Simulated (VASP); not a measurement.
Here is a VASP 6.6.1 calculation.

INCAR

```
ALGO = Fast
EDIFF = 1E-6
ENCUT = 520
GGA = PS
ISIF = 2
ISMEAR = 0
ISPIN = 2
LASPH = True
LCHARG = False
LMAXMIX = 4
LORBIT = 11
LREAL = False
LWAVE = False
MAGMOM = 0.25
NBANDS = 16
NELM = 150
NUPDOWN = 0.25
PREC = Accurate
SIGMA = 0.15
```

KPOINTS

```
k-points
0
Gamma
  22 22 22
```

POSCAR

```
Ti
1.0
   -1.6051145456      1.6051145456      1.6051145456
    1.6051145456     -1.6051145456      1.6051145456
    1.6051145456      1.6051145456     -1.6051145456
Ti
1
Direct
    0.0000000000      0.0000000000      0.0000000000
```

Potentials or basis: VASP PAW PBE potentials, release 64 (Ti_sv).

Command:

```sh
$ cat potpaw_PBE.64/Ti_sv/POTCAR > POTCAR
$ mpirun -np 1 vasp_std > vasp.out
```

Q: What does it give for the pressure?

A: -0.1 GPa.

Caveat: the PAW data sets were made with another functional, which shifts forces and pressure a little; the total moment is fixed, so each spin has its own Fermi level and the state may be an excited one.
